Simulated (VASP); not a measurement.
**BN: single point with PBE**

BN:

```
B N
1.0
     4.77135    0.00000    0.00000
     0.00000    4.77135    0.00000
     0.00000    0.00000    3.38266
B N
4 4
Cartesian
  1.2867 0.0000 1.6913
  3.4846 0.0000 1.6913
  0.0000 1.2867 1.6913
  0.0000 3.4846 1.6913
  2.3857 0.0000 2.7449
  0.0000 2.3857 2.7449
  2.3857 0.0000 0.6378
  0.0000 2.3857 0.6378
```

The cell was built from a structure type or drawn by symmetry, and may not be a known phase.

```
Program             : VASP 6.6.1
Task                : single point
Functional          : PBE
Potentials or basis : VASP PAW PBE potentials, release 64 (B, N)
Cutoff              : 520 eV
k mesh              : 4 × 4 × 6
Occupations         : gaussian, width 0.1 eV
Spin                : no spin polarisation
```

- Pressure: 0.0 GPa
- Largest force: 0.063 eV/Å
- Band gap on the k mesh: zero (bands 16 and 17 overlap by 2.27 eV)

Forces on the atoms (eV/Å):
```
B   -0.010  0.000  0.000
B    0.010  0.000  0.000
B    0.000 -0.010  0.000
B    0.000  0.010  0.000
N    0.000  0.000 -0.063
N    0.000  0.000 -0.063
N    0.000  0.000  0.063
N    0.000  0.000  0.063
```

Stress tensor (GPa, compression positive):
```
-0.09  0.00  0.00
 0.00 -0.09  0.00
 0.00  0.00  0.04
```

Levels at points of the mesh, in eV from the Fermi level:
```tsv
k point	band 12	band 13	band 14	band 15	band 16	band 17	band 18	band 19	band 20	band 21
(0.00, 0.00, 0.00)	-3.58	-3.58	-1.39	-0.33	-0.33	1.12	1.12	3.94	4.51	8.56
(0.50, 0.00, 0.00)	-3.79	-3.56	-1.59	-1.23	0.06	1.02	1.06	5.63	6.37	7.20
(0.50, 0.50, 0.00)	-4.72	-2.82	-2.82	-2.69	0.60	0.99	1.50	6.56	7.65	8.36
(0.00, 0.00, 0.50)	-5.69	-5.69	-2.93	-2.93	-0.89	1.25	2.32	2.32	6.33	7.35
(0.50, 0.00, 0.50)	-5.75	-4.60	-4.23	-3.73	0.33	0.79	2.51	2.52	6.51	7.35
(0.50, 0.50, 0.50)	-5.23	-4.70	-3.03	-2.27	-2.27	-1.65	3.92	4.78	6.07	6.07
```

Wall time 26 s on 1 thread of Intel(R) Xeon(R) Platinum 8559C (Emerald Rapids) (shared host), peak memory 0.19 GiB.
